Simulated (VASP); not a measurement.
Input of a VASP 6.6.1 run:

The input INCAR:

```
SYSTEM = Pd
ALGO = Normal ; EDIFF = 1E-6
ENCUT = 520 ; GGA = PS
ISIF = 2 ; ISMEAR = -1
LASPH = .TRUE. ; LCHARG = .FALSE.
LREAL = .FALSE. ; LWAVE = .FALSE.
NBANDS = 11 ; NELM = 60
PREC = Accurate ; SIGMA = 0.05
```

Contents of KPOINTS:

```
k-points
0
G
  19 19 19
  0 0 0
```

File POSCAR:

```
Pd
1.0
    0.0000000000      1.5880117651      1.5880117651
    1.5880117651      0.0000000000      1.5880117651
    1.5880117651      1.5880117651      0.0000000000
Pd
1
Direct
    0.0000000000      0.0000000000      0.0000000000
```

Potentials or basis: VASP PAW PBE potentials, release 64 (Pd).

Command:

```bash
$ cat potpaw_PBE.64/Pd/POTCAR > POTCAR
$ mpirun -np 1 vasp_std > vasp.out
```

(1) Predict the pressure.

(2) What does it give for the band gap on the k mesh?

Answers

(1) 571.4 GPa.

(2) zero (band 5 reaches 25.39 eV, above the bottom of band 6 at 20.92 eV).

Caveat: the PAW data sets were made with another functional, which shifts forces and pressure a little.
